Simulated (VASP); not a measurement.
A run of VASP 6.6.1 is set up as follows.

The input INCAR:

```
SYSTEM = InBS3
PREC = Accurate ; ENCUT = 520
EDIFF = 1E-7 ; ISMEAR = 0
SIGMA = 0.1 ; LREAL = .False.
LASPH = .True. ; NELM = 60
ALGO = Normal ; ISIF = 2
LWAVE = .False. ; LCHARG = .True.
GGA = PE ; LELF = .True.
LVHAR = .True. ; NBANDS = 45
```

File KPOINTS:

```
regular mesh
0
Gamma
  6 6 6
  0 0 0
```

File POSCAR:

```
InBS3
1.0
    3.0490195527      1.7603522595      5.0698243378
   -3.0490195527      1.7603522595      5.0698243378
    0.0000000000     -3.5207045190      5.0698243378
In B S
2 2 6
Direct
    0.2500000000      0.2500000000      0.2500000000
    0.7500000000      0.7500000000      0.7500000000
    0.0000000000      0.0000000000      0.0000000000
    0.5000000000      0.5000000000      0.5000000000
    0.3427186743      0.7500000000      0.1572813257
    0.1572813257      0.3427186743      0.7500000000
    0.7500000000      0.1572813257      0.3427186743
    0.6572813257      0.2500000000      0.8427186743
    0.8427186743      0.6572813257      0.2500000000
    0.2500000000      0.8427186743      0.6572813257
```

Potentials or basis: VASP PAW PBE potentials, release 64 (In_d, B, S).

The run is started by

```sh
$ cat potpaw_PBE.64/In_d/POTCAR potpaw_PBE.64/B/POTCAR potpaw_PBE.64/S/POTCAR > POTCAR
$ mpirun -np 1 vasp_std > vasp.out
```

Q: What does it give for the pressure?

A: -0.1 GPa.

Q: What does it give for the band gap on the k mesh?

A: Zero (band 34 reaches 6.95 eV, above the bottom of band 35 at 6.92 eV).

Stress tensor (GPa, compression positive):
```
-0.14  0.00  0.00
 0.00 -0.14  0.00
 0.00  0.00 -0.05
```

Caveat: spin-orbit coupling is left out, which moves the levels of the heavy elements.
